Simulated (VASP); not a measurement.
# ZrPbI6 (P4/mmm) in VASP: a series of runs

The runs below take ZrPbI6 through single point, with PBEsol, r2SCAN+rVV10.

Program: VASP 6.6.1. These are calculated values, not measurements. Logs are shortened: lines on timing, memory, paths and dates and some standing lists are left out, and cuts for length are marked.

### 1 The cell of the first run

Symmetry: P4/mmm, No. 123, tetragonal system. Conventional cell: a = 5.057 Å, b = 5.057 Å, c = 10.091 Å, α = 90.00°, β = 90.00°, γ = 90.00°. Zr (site symmetry 4/mmm) has 12 I at 3.30 to 3.58 Å within 4.3 Å. Within 4.7 Å of Pb (site symmetry 4/mmm) lie 12 I at 3.58 to 3.87 Å. Within 4.3 Å of I (site symmetry 4/mmm) lie 8 I at 3.30 Å and 4 Zr at 3.58 Å. Within 4.7 Å of I (site symmetry 4/mmm) lie 4 Pb at 3.58 Å and 8 I at 3.87 Å. Within 4.3 Å of I (site symmetry 2mm) lie 2 Zr at 3.30 Å and 9 I at 3.30 to 4.24 Å and 2 Pb at 3.87 Å.

### 2 Single point, PBEsol

Contents of INCAR:

```
PREC     = Accurate       # precision mode
ENCUT    = 520            # plane-wave cutoff, eV
EDIFF    = 1E-6           # SCF threshold, eV
ISMEAR   = -1             # smearing method
SIGMA    = 0.03           # smearing width, eV
LREAL    = False          # projectors in reciprocal space
LASPH    = True           # aspherical terms in the spheres
NELM     = 60             # most SCF steps
ALGO     = Normal         # electronic algorithm
ISIF     = 2              # what is computed and relaxed
LWAVE    = False          # write WAVECAR
LCHARG   = False          # write CHGCAR
GGA      = PS             # functional
NBANDS   = 44             # bands
```

Contents of KPOINTS:

```
regular mesh
0
Gamma
  4 4 2
```

Contents of POSCAR:

```
ZrPbI6
1.0
    5.0574531786      0.0000000000      0.0000000000
    0.0000000000      5.0574531786      0.0000000000
    0.0000000000      0.0000000000     10.0906931072
Zr Pb I
1 1 6
Direct
    0.0000000000      0.0000000000      0.0000000000
    0.0000000000      0.0000000000      0.5000000000
    0.5000000000      0.5000000000      0.0000000000
    0.5000000000      0.5000000000      0.5000000000
    0.5000000000      0.0000000000      0.2098521106
    0.5000000000      0.0000000000      0.7901478894
    0.0000000000      0.5000000000      0.2098521106
    0.0000000000      0.5000000000      0.7901478894
```

Potentials or basis: VASP PAW PBE potentials, release 64 (Zr_sv, Pb_d, I).

On the command line:

```sh
$ cat potpaw_PBE.64/Zr_sv/POTCAR potpaw_PBE.64/Pb_d/POTCAR potpaw_PBE.64/I/POTCAR > POTCAR
$ mpirun -np 1 vasp_std > vasp.out
```

OUTCAR:

```text
PREC = Accurate
   ENCUT = 520
   EDIFF = 1E-6
   ISMEAR = -1
   LREAL = False
   LASPH = True
   NELM = 60
   ISIF = 2
   GGA = PS

 ion  position               nearest neighbor table
   1  0.000  0.000  0.000-   6 3.30   8 3.30   8 3.30   6 3.30   7 3.30   7 3.30   5 3.30   5 3.30
                             3 3.58   3 3.58   3 3.58   3 3.58
   2  0.000  0.000  0.500-   4 3.58   4 3.58   4 3.58   4 3.58
   3  0.500  0.500  0.000-   6 3.30   8 3.30   6 3.30   8 3.30   5 3.30   7 3.30   7 3.30   5 3.30
                             1 3.58   1 3.58   1 3.58   1 3.58
   4  0.500  0.500  0.500-   2 3.58   2 3.58   2 3.58   2 3.58
   5  0.500  0.000  0.210-   1 3.30   3 3.30   3 3.30   1 3.30
   6  0.500  0.000  0.790-   1 3.30   3 3.30   3 3.30   1 3.30
   7  0.000  0.500  0.210-   1 3.30   3 3.30   1 3.30   3 3.30
   8  0.000  0.500  0.790-   1 3.30   3 3.30   1 3.30   3 3.30

  LATTYP: Found a simple tetragonal cell.
 ALAT       =     5.0574531786
 C/A-ratio  =     1.9952123630

  Lattice vectors:

 A1 = (   5.0574531786,   0.0000000000,   0.0000000000)
 A2 = (   0.0000000000,   5.0574531786,   0.0000000000)
 A3 = (   0.0000000000,   0.0000000000,  10.0906931072)

Analysis of symmetry for initial positions (statically):
=====================================================================
 Subroutine PRICEL returns:
 Original cell was already a primitive cell.

 Routine SETGRP: Setting up the symmetry group for a
 simple tetragonal supercell.

 Subroutine GETGRP returns: Found 16 space group operations
 (whereof 16 operations were pure point group operations)
 out of a pool of 16 trial point group operations.

The static configuration has the point symmetry D_4h.

Analysis of symmetry for dynamics (positions and initial velocities):
=====================================================================
 Subroutine PRICEL returns:
 Original cell was already a primitive cell.

 Routine SETGRP: Setting up the symmetry group for a
 simple tetragonal supercell.

 Subroutine GETGRP returns: Found 16 space group operations
 (whereof 16 operations were pure point group operations)
 out of a pool of 16 trial point group operations.

The dynamic configuration has the point symmetry D_4h.

 Subroutine INISYM returns: Found 16 space group operations
 (whereof 16 operations are pure point group operations),
 and found     1 'primitive' translations

----------------------------------------------------------------------------------------

                                     Primitive cell

  volume of cell :     258.0981

  direct lattice vectors                    reciprocal lattice vectors
     5.057453179  0.000000000  0.000000000     0.197727980  0.000000000  0.000000000
     0.000000000  5.057453179  0.000000000     0.000000000  0.197727980  0.000000000
     0.000000000  0.000000000 10.090693107     0.000000000  0.000000000  0.099101220

  length of vectors
     5.057453179  5.057453179 10.090693107     0.197727980  0.197727980  0.099101220

  position of ions in fractional coordinates (direct lattice)
     0.000000000  0.000000000  0.000000000
     0.000000000  0.000000000  0.500000000
     0.500000000  0.500000000  0.000000000
     0.500000000  0.500000000  0.500000000
     0.500000000  0.000000000  0.209852111
     0.500000000  0.000000000  0.790147889
     0.000000000  0.500000000  0.209852111
     0.000000000  0.500000000  0.790147889

  ion indices of the primitive-cell ions
   primitive index   ion index
                 1           1
                 2           2
                 3           3
                 4           4
                 5           5
                 6           6
                 7           7
                 8           8

----------------------------------------------------------------------------------------

 KPOINTS: regular mesh

Automatic generation of k-mesh.
 Grid dimensions read from file:
 generate k-points for:    4    4    2

 Generating k-lattice:

  Cartesian coordinates                     Fractional coordinates (reciprocal lattice)
     0.049431995  0.000000000  0.000000000     0.250000000  0.000000000  0.000000000
     0.000000000  0.049431995  0.000000000     0.000000000  0.250000000  0.000000000
     0.000000000  0.000000000  0.049550610     0.000000000  0.000000000  0.500000000

  Length of vectors
     0.049431995  0.049431995  0.049550610

  Shift w.r.t. Gamma in fractional coordinates (k-lattice)
     0.000000000  0.000000000  0.000000000

 Subroutine IBZKPT returns following result:
 ===========================================

 Found     12 irreducible k-points:

 Following reciprocal coordinates:
            Coordinates               Weight
  0.000000  0.000000  0.000000      1.000000
  0.250000  0.000000  0.000000      4.000000
  0.500000  0.000000  0.000000      2.000000
  0.250000  0.250000  0.000000      4.000000
  0.500000  0.250000  0.000000      4.000000
  0.500000  0.500000  0.000000      1.000000
  0.000000  0.000000  0.500000      1.000000
  0.250000  0.000000  0.500000      4.000000
  0.500000  0.000000  0.500000      2.000000
  0.250000  0.250000  0.500000      4.000000
  0.500000  0.250000  0.500000      4.000000
  0.500000  0.500000  0.500000      1.000000
   k-points           NKPTS =     12   k-points in BZ     NKDIM =     12   number of bands    NBANDS=     44
   number of dos      NEDOS =    301   number of ions     NIONS =      8
   total plane-waves  NPLWV = 128000
   dimension x,y,z NGX =    40 NGY =   40 NGZ =   80
   dimension x,y,z NGXF=    80 NGYF=   80 NGZF=  160
   ions per type =               1   1   6
   NGX,Y,Z   is equivalent  to a cutoff of  13.15, 13.15, 13.18 a.u.
   NGXF,Y,Z  is equivalent  to a cutoff of  26.30, 26.30, 26.36 a.u.
 SYSTEM =  unknown system
   PREC   = accura    normal or accurate (medium, high low for compatibility)
   ISTART =      0    job   : 0-new  1-cont  2-samecut
   ICHARG =      2    charge: 1-file 2-atom 10-const
   ISPIN  =      1    spin polarized calculation?
   LNONCOLLINEAR =      F non collinear calculations
   LSORBIT =      F    spin-orbit coupling
   LASPH  =      T    aspherical Exc in radial PAW
   ENCUT  =  520.0 eV  38.22 Ry    6.18 a.u.   9.40  9.40 18.76*2*pi/ulx,y,z
   NELM   =     60;   NELMIN=  2; NELMDL= -5     # of ELM steps
   EDIFF  = 0.1E-05   stopping-criterion for ELM
   LREAL  =      F    real-space projection
   EDIFFG = 0.1E-04   stopping-criterion for IOM
   NSW    =      0    number of steps for IOM
   IBRION =     -1    ionic relax: 0-MD 1-quasi-New 2-CG
   NFREE  =      0    steps in history (QN), initial steepest desc. (CG)
   ISIF   =      2    stress and relaxation
   ISYM   =      2    0-nonsym 1-usesym 2-fastsym
   POTIM  = 0.5000    time-step for ionic-motion
   TEBEG  =    0.0;   TEEND  =   0.0 temperature during run
   PSTRESS=    0.0 pullay stress
   NELECT =      68.0000    total number of electrons
   NUPDOWN=      -1.0000    fix difference up-down
   EMIN   =  10.00;   EMAX   =-10.00  energy-range for DOS
   EFERMI =   0.00;   METHOD = LEGACY
   ISMEAR =    -1;   SIGMA  =   0.03  broadening in eV -4-tet -1-fermi 0-gaus
   EFERMI_NEDOS =   21; number of points for ismear=-14 and -15
   IALGO  =     38    algorithm
   IMIX   =      4    mixing-type and parameters
     AMIX     =   0.40;   BMIX     =  1.00
     AMIX_MAG =   1.60;   BMIX_MAG =  1.00
  volume/ion in A,a.u.               =      32.26       217.72
  Fermi-wavevector in a.u.,A,eV,Ry     =   1.049501  1.983269 14.986171  1.101453
  Thomas-Fermi vector in A             =   2.184466
   LORBIT       =      0    0 simple, 1 ext, 2 COOP (PROOUT), +10 PAW based schemes
   GGA     = PS    functional components
   LHFCALC =     F    Hartree Fock is set to
   AEXX    =    0.0000 exact exchange contribution
   IVDW    =     0    specifies the selected vdW correction
   LEPSILON=     F    determine dielectric tensor
   LRPA    =     F    only Hartree local field effects (RPA)
 non-spin polarized calculation
  energy-cutoff  :      520.00
  volume of cell :      258.10
 maximum number of plane-waves:      6990
 NGX is ok and might be reduce to    40
   NGX = 19   NGY = 19   NGZ = 37

 number of electron      68.0000008 magnetization

 Free energy of the ion-electron system (eV)
  ---------------------------------------------------
  ext. energy  EPLUGINS =         0.00000000
  ---------------------------------------------------
  free energy    TOTEN  =       -23.48293499 eV

  energy without entropy =      -23.44854503  energy(sigma->0) =      -23.46574001

 E-fermi :   6.2348     XC(G=0):  -9.6161

 val. band max:        6.2235064086   @ k =   0.5000   0.0000   0.5000
 cond. band min:       6.2393426456   @ k =   0.5000   0.5000   0.0000
 fundamental gap:      0.0158362371
 Fermi energy:         6.2348135697

 k-point     1 :       0.0000    0.0000    0.0000
  band No.  band energies     occupation
      1     -44.3787      2.00000
      2     -22.3505      2.00000
      3     -22.3112      2.00000
      4     -22.3112      2.00000
      5     -11.8887      2.00000
      6     -11.8828      2.00000
[... 36 lines left out ...]
     43       8.4009      0.00000
     44      10.5634      0.00000

 k-point     2 :       0.2500    0.0000    0.0000
  band No.  band energies     occupation
      1     -44.3787      2.00000
      2     -22.3500      2.00000
      3     -22.3135      2.00000
      4     -22.3110      2.00000
      5     -11.8869      2.00000
      6     -11.8822      2.00000
[... 36 lines left out ...]
     43       9.2851      0.00000
     44      10.9505      0.00000

 k-point     3 :       0.5000    0.0000    0.0000
  band No.  band energies     occupation
      1     -44.3787      2.00000
      2     -22.3496      2.00000
      3     -22.3157      2.00000
      4     -22.3108      2.00000
      5     -11.8855      2.00000
      6     -11.8837      2.00000
[... 36 lines left out ...]
     43       9.6920      0.00000
     44      10.7657      0.00000

 k-point     4 :       0.2500    0.2500    0.0000
  band No.  band energies     occupation
      1     -44.3787      2.00000
      2     -22.3496      2.00000
      3     -22.3133      2.00000
      4     -22.3132      2.00000
      5     -11.8848      2.00000
      6     -11.8845      2.00000
[... 318 lines left out ...]
     43       8.8965      0.00000
     44      11.2373      0.00000

 k-point    11 :       0.5000    0.2500    0.5000
  band No.  band energies     occupation
      1     -44.3787      2.00000
      2     -22.3492      2.00000
      3     -22.3155      2.00000
      4     -22.3130      2.00000
      5     -11.8874      2.00000
      6     -11.8827      2.00000
[... 36 lines left out ...]
     43       9.3544      0.00000
     44      11.1820      0.00000

 k-point    12 :       0.5000    0.5000    0.5000
  band No.  band energies     occupation
      1     -44.3786      2.00000
      2     -22.3488      2.00000
      3     -22.3152      2.00000
      4     -22.3152      2.00000
      5     -11.8910      2.00000
      6     -11.8803      2.00000
[... 36 lines left out ...]
     43       9.6589      0.00000
     44      11.5568      0.00000

------------------------ aborting loop because EDIFF is reached ----------------------------------------

  FORCE on cell =-STRESS in cart. coord.  units (eV):
  Direction    XX          YY          ZZ          XY          YZ          ZX
  --------------------------------------------------------------------------------------
  -------------------------------------------------------------------------------------
  Total        0.0293143      0.0293143      0.0324158      0.0000000      0.0000000     -0.0000000
  in kB        0.1819724      0.1819724      0.2012251      0.0000000      0.0000000     -0.0000000
  external PRESSURE =       0.1883900 kB  Pullay stress =       0.0000000 kB

 VOLUME and BASIS-vectors are now :
 -----------------------------------------------------------------------------
  energy-cutoff  :      520.00
  volume of cell :      258.10
      direct lattice vectors                 reciprocal lattice vectors
     5.057453179  0.000000000  0.000000000     0.197727980  0.000000000  0.000000000
     0.000000000  5.057453179  0.000000000     0.000000000  0.197727980  0.000000000
     0.000000000  0.000000000 10.090693107     0.000000000  0.000000000  0.099101220

 POSITION                                       TOTAL-FORCE (eV/Angst)
 -----------------------------------------------------------------------------------
      0.00000      0.00000      0.00000         0.000000     -0.000000      0.000000
      0.00000      0.00000      5.04535         0.000000     -0.000000      0.000000
      2.52873      2.52873      0.00000         0.000000     -0.000000      0.000000
      2.52873      2.52873      5.04535         0.000000     -0.000000      0.000000
      2.52873      0.00000      2.11755        -0.000000     -0.000000      0.003410
      2.52873      0.00000      7.97314        -0.000000     -0.000000     -0.003410
      0.00000      2.52873      2.11755        -0.000000      0.000000      0.003410
      0.00000      2.52873      7.97314         0.000000      0.000000     -0.003410
 -----------------------------------------------------------------------------------
    total drift:                                0.000000      0.000000     -0.000000

  FREE ENERGIE OF THE ION-ELECTRON SYSTEM (eV)
  ---------------------------------------------------
  free  energy   TOTEN  =       -23.4829349907 eV

  energy  without entropy=      -23.4485450345  energy(sigma->0) =      -23.46574001
```

Run time: 6.4 min. Hardware: 1 thread of Intel Xeon 8259CL, shared host; peak memory 0.42 GiB.

Results:

| Item | Value |
| --- | --- |
| Free energy | -23.4829 eV |
| Pressure | 0.0 GPa |
| Largest force | 0.003 eV/Å |
| Band gap on the k mesh | zero (bands 34 and 35 overlap by 0.41 eV) |

Forces on the atoms (eV/Å):
```
Zr   0.000  0.000  0.000
Pb   0.000  0.000  0.000
I    0.000  0.000  0.000
I    0.000  0.000  0.000
I    0.000  0.000  0.003
I    0.000  0.000 -0.003
I    0.000  0.000  0.003
I    0.000  0.000 -0.003
```

Caveat: the PAW data sets were made with another functional, which shifts forces and pressure a little; spin-orbit coupling is left out, which moves the levels of the heavy elements.

### 3 Single point, r2SCAN+rVV10

This run uses another cell than the first one, of 33.78 Å³/atom.

Contents of POSCAR:

```
ZrPbI6
1.0
    5.1530960717      0.0000000000      0.0000000000
    0.0000000000      5.1530960717      0.0000000000
    0.0000000000      0.0000000000     10.1778518141
Zr Pb I
1 1 6
Direct
    0.0000000000      0.0000000000      0.0000000000
    0.0000000000      0.0000000000      0.5000000000
    0.5000000000      0.5000000000      0.0000000000
    0.5000000000      0.5000000000      0.5000000000
    0.5000000000      0.0000000000      0.2115067916
    0.5000000000      0.0000000000      0.7884932084
    0.0000000000      0.5000000000      0.2115067916
    0.0000000000      0.5000000000      0.7884932084
```

Contents of INCAR.step1:

```
SYSTEM = ZrPbI6
PREC = Accurate
ENCUT = 520
ISMEAR = -1
SIGMA = 0.03
LREAL = .FALSE.
LASPH = .TRUE.
NELM = 80
NBANDS = 44
GGA = PE
ALGO = Normal
EDIFF = 1E-4
LWAVE = .TRUE.
LCHARG = .FALSE.
```

Contents of INCAR.step2:

```
SYSTEM = ZrPbI6
PREC = Accurate
ENCUT = 520
EDIFF = 1E-6
ISMEAR = -1
SIGMA = 0.03
LREAL = .FALSE.
LASPH = .TRUE.
NELM = 80
ALGO = Normal
ISIF = 2
LWAVE = .FALSE.
LCHARG = .FALSE.
METAGGA = R2SCAN
LMIXTAU = .TRUE.
LUSE_VDW = .TRUE.
IVDW_NL = 2
BPARAM = 11.95
CPARAM = 0.0093
NBANDS = 44
ISTART = 1
```

Contents of KPOINTS:

```
regular mesh
0
G
  4 4 2
  0 0 0
```

Potentials or basis: VASP PAW PBE potentials, release 64 (Zr_sv, Pb_d, I).

On the command line:

```sh
$ cat potpaw_PBE.64/Zr_sv/POTCAR potpaw_PBE.64/Pb_d/POTCAR potpaw_PBE.64/I/POTCAR > POTCAR
$ cp INCAR.step1 INCAR
$ mpirun -np 1 vasp_std > vasp.out
$ cp INCAR.step2 INCAR
$ mpirun -np 1 vasp_std > vasp.out
```

Wall time 30 min (1 thread of Intel Xeon 8259CL, shared host); peak memory 0.92 GiB.

The run converged. Its results:

```yaml
Free_energy: -224.6347 eV
Pressure: 0.2 GPa
Band_gap_on_the_k_mesh: zero (bands 34 and 35 overlap by 0.27 eV)
```

Forces on the atoms (eV/Å):
```
Zr   0.000  0.000  0.000
Pb   0.000  0.000  0.000
I    0.000  0.000  0.000
I    0.000  0.000  0.000
I    0.000  0.000  0.003
I    0.000  0.000 -0.003
I    0.000  0.000  0.003
I    0.000  0.000 -0.003
```

Levels at points of the mesh, in eV from the Fermi level:
| k point | band 32 | band 33 | band 34 | band 35 | band 36 | band 37 |
| --- | --- | --- | --- | --- | --- | --- |
| (0.00, 0.00, 0.00) | -0.57 | -0.18 | -0.18 | -0.09 | -0.05 | 0.76 |
| (0.50, 0.00, 0.00) | -0.77 | -0.54 | 0.08 | 0.30 | 0.35 | 1.00 |
| (0.50, 0.50, 0.00) | -0.24 | -0.09 | 0.10 | 0.33 | 0.41 | 0.45 |
| (0.00, 0.00, 0.50) | -1.10 | -0.32 | -0.32 | -0.11 | -0.09 | 0.34 |
| (0.50, 0.00, 0.50) | -1.13 | -0.81 | -0.09 | 0.01 | 0.08 | 0.18 |
| (0.50, 0.50, 0.50) | -0.34 | -0.25 | -0.24 | -0.10 | 0.39 | 0.49 |

Caveat: the PAW data sets were made with another functional, which shifts forces and pressure a little; spin-orbit coupling is left out, which moves the levels of the heavy elements.

The gap in the log of VASP goes by the Fermi energy; the results here count the filled bands.